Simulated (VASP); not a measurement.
# CdSe (F-43m) in VASP: settings compared, part 2 of 2

VASP 6.6.1. The steps go on from the part before.

## Step 5: Single point, BLYP

This run uses another cell than the first one, of 31.54 Å³/atom, 1.090 times its volume.

INCAR reads:

```
  PREC = Accurate
  ENCUT = 520
  EDIFF = 1E-7
  ISMEAR = -1
  SIGMA = 0.05
  LREAL = False
  LASPH = True
  NELM = 80
  ALGO = Normal
  ISIF = 2
  LWAVE = False
  LCHARG = False
  GGA = B5
  ALDAX = 1.0
  AGGAX = 1.0
  AGGAC = 1.0
  ALDAC = 0.0
  NBANDS = 16
```

KPOINTS reads:

```
Automatic mesh
0
Gamma
  8 8 8
```

POSCAR reads:

```
CdSe
1.0
    0.0000000000      3.1594782754      3.1594782754
    3.1594782754      0.0000000000      3.1594782754
    3.1594782754      3.1594782754      0.0000000000
Cd Se
1 1
Direct
    0.0000000000      0.0000000000      0.0000000000
    0.2500000000      0.2500000000      0.2500000000
```

Command:

```sh
> cat potpaw_PBE.64/Cd/POTCAR potpaw_PBE.64/Se/POTCAR > POTCAR
> mpirun -np 1 vasp_std > vasp.out
```

Wall time 44 s (1 thread of AMD EPYC 7R43 (Zen 3), shared host); peak memory 0.18 GiB.

Results (log left out):

| Quantity | Value |
| --- | --- |
| Free energy | -4.5620 eV |
| Pressure | 0.3 GPa |
| Band gap on the k mesh | 0.31 eV, direct |

Levels at points of the mesh, in eV from the valence-band top:
```
           k point  band 5  band 6  band 7  band 8  band 9  band 10  band 11  band 12  band 13  band 14
(0.00, 0.00, 0.00)   -7.41   -7.41    0.00    0.00    0.00     0.31     5.90     5.90     5.90     9.43
(0.50, 0.00, 0.00)   -7.40   -7.20   -3.76   -0.60   -0.60     2.19     6.40     6.40     7.10     9.86
(0.50, 0.50, 0.00)   -7.37   -7.15   -3.60   -1.48   -1.48     3.40     3.57     8.68     9.48     9.48
```

Caveat: the PAW data sets were made with another functional, which shifts forces and pressure a little.

## Step 6: Single point, r2SCAN

POSCAR reads:

```
CdSe
1.0
    0.0000000000      3.0702711986      3.0702711986
    3.0702711986      0.0000000000      3.0702711986
    3.0702711986      3.0702711986      0.0000000000
Cd Se
1 1
Direct
    0.0000000000      0.0000000000      0.0000000000
    0.2500000000      0.2500000000      0.2500000000
```

INCAR.step1 reads:

```
  PREC = Accurate
  ENCUT = 520
  ISMEAR = -1
  SIGMA = 0.05
  LREAL = False
  LASPH = True
  NELM = 100
  NBANDS = 16
  GGA = PE
  ALGO = Normal
  EDIFF = 1E-4
  LWAVE = True
  LCHARG = False
```

INCAR.step2 reads:

```
  PREC = Accurate
  ENCUT = 520
  EDIFF = 1E-6
  ISMEAR = -1
  SIGMA = 0.05
  LREAL = False
  LASPH = True
  NELM = 100
  ALGO = Normal
  ISIF = 2
  LWAVE = False
  LCHARG = True
  METAGGA = R2SCAN
  LMIXTAU = True
  LELF = True
  LVHAR = True
  NBANDS = 16
  ISTART = 1
```

KPOINTS reads:

```
regular mesh
0
Gamma
  8 8 8
```

Potentials or basis: VASP PAW PBE potentials, release 64 (Cd, Se).

Command:

```sh
> cat potpaw_PBE.64/Cd/POTCAR potpaw_PBE.64/Se/POTCAR > POTCAR
> cp INCAR.step1 INCAR
> mpirun -np 1 vasp_std > vasp.out
> cp INCAR.step2 INCAR
> mpirun -np 1 vasp_std > vasp.out
```

OUTCAR:

```text
PREC = Accurate
   ENCUT = 520
   EDIFF = 1E-6
   ISMEAR = -1
   LREAL = False
   LASPH = True
   NELM = 100
   ISIF = 2
   METAGGA = R2SCAN
   ISTART = 1

 ion  position               nearest neighbor table
   1  0.000  0.000  0.000-   2 2.66   2 2.66   2 2.66   2 2.66
   2  0.250  0.250  0.250-   1 2.66   1 2.66   1 2.66   1 2.66

  LATTYP: Found a face centered cubic cell.
 ALAT       =     6.1405423972

  Lattice vectors:

 A1 = (   0.0000000000,   3.0702711986,   3.0702711986)
[... 189 lines left out ...]
      5      -7.2857      2.00000
      6      -7.2857      2.00000
[... 433 lines left out ...]
      3      -7.5042      2.00000
      4      -7.3032      2.00000
      5      -7.2700      2.00000
      6      -6.9201      2.00000
[... 8 lines left out ...]
     15      12.5938      0.00000
     16      13.5936      0.00000

 [... further k-points ...]
[... 5 lines left out ...]
  --------------------------------------------------------------------------------------
  -------------------------------------------------------------------------------------
  Total        0.0216195      0.0216195      0.0216195      0.0000000      0.0000000      0.0000000
  in kB        0.5984074      0.5984074      0.5984074      0.0000000      0.0000000      0.0000000
  external PRESSURE =       0.5984074 kB  Pullay stress =       0.0000000 kB

 VOLUME and BASIS-vectors are now :
 -----------------------------------------------------------------------------
  energy-cutoff  :      520.00
  volume of cell :       57.88
      direct lattice vectors                 reciprocal lattice vectors
     0.000000000  3.070271199  3.070271199    -0.162852063  0.162852063  0.162852063
     3.070271199  0.000000000  3.070271199     0.162852063 -0.162852063  0.162852063
     3.070271199  3.070271199  0.000000000     0.162852063  0.162852063 -0.162852063

 POSITION                                       TOTAL-FORCE (eV/Angst)
 -----------------------------------------------------------------------------------
      0.00000      0.00000      0.00000         0.000000     -0.000000      0.000000
      1.53514      1.53514      1.53514        -0.000000      0.000000     -0.000000
 -----------------------------------------------------------------------------------
    total drift:                               -0.000004     -0.000004     -0.000004

  FREE ENERGIE OF THE ION-ELECTRON SYSTEM (eV)
  ---------------------------------------------------
  free  energy   TOTEN  =       -35.9159328300 eV

  energy  without entropy=      -35.9159324595  energy(sigma->0) =      -35.91593264
```

OUTCAR.step1:

```text
PREC = Accurate
   ENCUT = 520
   ISMEAR = -1
   LREAL = False
   LASPH = True
[... 676 lines left out ...]
      0.00000      0.00000      0.00000         0.000000      0.000000      0.000000
      1.53514      1.53514      1.53514        -0.000000     -0.000000     -0.000000
 -----------------------------------------------------------------------------------
    total drift:                               -0.000000     -0.000000     -0.000000

  FREE ENERGIE OF THE ION-ELECTRON SYSTEM (eV)
  ---------------------------------------------------
  free  energy   TOTEN  =        -5.4904179416 eV

  energy  without entropy=       -5.4903925584  energy(sigma->0) =       -5.49040525
```

Wall time 83 s (1 thread of AMD EPYC 7R43 (Zen 3), shared host); peak memory 0.16 GiB.

What came out:

* Free energy: -35.9159 eV
* Pressure: 0.1 GPa
* Band gap on the k mesh: 1.02 eV, direct

Caveat: the PAW data sets were made with another functional, which shifts forces and pressure a little. r2SCAN opens gaps a little over a GGA but as a rule still falls short of measured ones.

## Step 7: Overview

| level | cell | smearing | gap on the mesh (eV) | pressure (GPa) |
| --- | --- | --- | --- | --- |
| BLYP | a = 4.342 Å, angles 60.0°, 2 atoms | fermi-dirac 0.05 eV | 0.50 | 4.4 |
| PBE | a = 4.342 Å, angles 60.0°, 2 atoms | gaussian 0.012 eV | 0.55 | 1.6 |
| revPBE | a = 4.427 Å, angles 60.0°, 2 atoms | fermi-dirac 0.05 eV | 0.56 | 0.2 |
| BLYP | a = 4.468 Å, angles 60.0°, 2 atoms | fermi-dirac 0.05 eV | 0.31 | 0.3 |
| r2SCAN | a = 4.342 Å, angles 60.0°, 2 atoms | fermi-dirac 0.05 eV | 1.02 | 0.1 |

Alike in all rows: task single point; potentials or basis VASP PAW PBE potentials, release 64 (Cd, Se); no spin polarisation; k mesh 8 × 8 × 8; cutoff (eV) 520.

On the cell as given the gap runs from 0.50 eV (BLYP) to 1.02 eV (r2SCAN). The pressure there spans 0.1 GPa (r2SCAN) to 4.4 GPa (BLYP); a positive pressure means that this level wants a larger cell, a negative one a smaller.

Caveats: the PAW data sets were made with another functional, which shifts forces and pressure a little (some runs).

Absolute energies hang on the potentials; compare differences alone.
